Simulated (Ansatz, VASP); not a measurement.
## Mg: VASP beside Ansatz

```
Mg
1.0
     5.00480    0.00000    0.00000
    -2.50240    4.33428    0.00000
     0.00000    0.00000    3.03213
Mg
3
Direct
  0.00000 0.00000 0.00000
  0.33333 0.66667 0.50000
  0.66667 0.33333 0.50000
```

Alike in both runs: task single point; functional PBEsol; k mesh 8 × 8 × 12; occupations fermi-dirac, width 0.1 eV; no spin polarisation.

|  | VASP | Ansatz |
| --- | --- | --- |
| version | VASP 6.6.1 | Ansatz 0.2.0 |
| potentials or method | VASP PAW PBE potentials, release 64 (Mg), cutoff 520 eV | plane waves (420 eV) with PAW, scalar-relativistic |
| valence electrons in the cell | 6 | 30 |

```tsv
	VASP	Ansatz	Ansatz less VASP
pressure (GPa)	1.5	1.5	+0.03
```

VASP's potentials were made for PBE, not for PBEsol, and Ansatz warns of the same on its side. The functional is the same, so the differences come from potentials, cutoffs and numerics. VASP's potentials hold 6 valence electrons a cell and Ansatz's 30, so a difference there can come from the potentials and not from the codes.
